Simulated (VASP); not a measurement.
Set up this calculation in VASP 6.6.1, as the native input.

| Quantity | Value |
| --- | --- |
| Task | single point |
| Functional | BLYP |
| Potentials or basis | VASP PAW PBE potentials, release 64 (Sb) |
| Cutoff | 520 eV |
| k mesh | 12 × 12 × 12 |
| Occupations | fermi-dirac, width 0.1 eV |
| Spin | no spin polarisation |
| Dipole correction | no |
| Further INCAR settings | ALGO = Normal; EDIFF = 1e-06; NBANDS = 8 |

The structure of Sb lies in POSCAR:

```
Sb
1.0
    0.0000000000      2.4425472357      2.4425472357
    2.4425472357      0.0000000000      2.4425472357
    2.4425472357      2.4425472357      0.0000000000
Sb
1
Direct
    0.0000000000      0.0000000000      0.0000000000
```

This cell differs from its parent crystal: volume scaled by 0.96.

The input as run:

INCAR

```
SYSTEM = Sb
PREC = Accurate ; ENCUT = 520
EDIFF = 1E-6 ; ISMEAR = -1
SIGMA = 0.1 ; LREAL = .FALSE.
LASPH = .TRUE. ; NELM = 60
ALGO = Normal ; ISIF = 2
LWAVE = .FALSE. ; LCHARG = .FALSE.
GGA = B5 ; ALDAX = 1.0
AGGAX = 1.0 ; AGGAC = 1.0
ALDAC = 0.0 ; NBANDS = 8
```

KPOINTS

```
Automatic mesh
0
G
  12 12 12
  0 0 0
```

Potentials or basis: VASP PAW PBE potentials, release 64 (Sb).

Run with:

```console
$ cat potpaw_PBE.64/Sb/POTCAR > POTCAR
$ mpirun -np 1 vasp_std > vasp.out
```

Results of the run:

The pressure is 2.2 GPa.

Caveat: the PAW data sets were made with another functional, which shifts forces and pressure a little.

Run time: 9.1 s on 1 thread of Intel(R) Xeon(R) 6975P-C (Granite Rapids), with other jobs on the host, peak memory 0.16 GiB.
